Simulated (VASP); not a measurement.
Runs of VASP 6.6.1 on Ag. The structure is that of space group Fm-3m (No. 225), or close to it. The cells are those of the table. 

| task | cell | cutoff (eV) | gap on the mesh (eV) | pressure (GPa) |
| --- | --- | --- | --- | --- |
| single point | a = 2.772 Å, angles 60.0°, 1 atom | 520 | none | 10.2 |
| single point | a = 2.787 Å, angles 60.0°, 1 atom | 520 | none | 7.2 |
| single point | a = 2.822 Å, angles 60.0°, 1 atom | 520 | none | (a) |
| single point | a = 2.829 Å, angles 60.0°, 1 atom | 520 | none | 0.1 |
| single point | a = 2.804 Å, angles 60.0°, 1 atom | 520 | none | (b) |
| single point | a = 2.750 Å, angles 60.0°, 1 atom | 520 | none | 15.2 |
| relaxation of cell and atoms | relaxed to 2 GPa from a = 2.829 Å, angles 60.0°, 1 atom | 600 | none | 2.0 |
| single point | a = 2.816 Å, angles 60.0°, 1 atom | 520 | none | 2.1 |

Alike in all rows: level LDA; potentials or basis VASP PAW LDA potentials, release 64 (Ag); no spin polarisation; k mesh 24 × 24 × 24; smearing fermi-dirac 0.05 eV.

Fill in the values left out.

(a) 1.1; (b) 4.2.

Caveats: the cell is relaxed towards a set pressure, so the enthalpy falls and the energy may rise (some runs).

A k mesh can miss the band edges, and the runs leave out spin-orbit coupling on Ag.

A gap of «none» marks levels without a gap at the run's occupations.
